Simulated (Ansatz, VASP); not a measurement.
## Two plane-wave programs on Al

```
CELL_PARAMETERS angstrom
-1.54348 1.54348 1.61509
1.54348 -1.54348 1.61509
1.54348 1.54348 -1.61509
ATOMIC_POSITIONS crystal
Al 0.00000 0.00000 0.00000
```

Change from the starting cell: strain -0.030 along x and y, +0.015 along z, atoms carried along.

Alike in both runs: task single point; functional r2SCAN; k mesh 20 × 20 × 20; occupations gaussian, width 0.15 eV; no spin polarisation.

```csv
,VASP,Ansatz
version,VASP 6.6.1,Ansatz 0.2.0
potentials or method,"VASP PAW PBE potentials, release 64 (Al), cutoff 520 eV","scalar-relativistic, plane waves, PAW"
valence electrons in the cell,3,3
```

|  | VASP | Ansatz | Ansatz less VASP |
| --- | --- | --- | --- |
| gap on the k mesh at the Fermi level (eV) | none | none | - |
| pressure (GPa) | 4.3 | 4.7 | +0.36 |
| traceless stress, the component that is largest in VASP (GPa) | 1.64 | 1.64 | 0.000 |

VASP's potentials were made for PBE, not for r2SCAN. A gap of «none» marks a metal or a gap that the smearing closes.
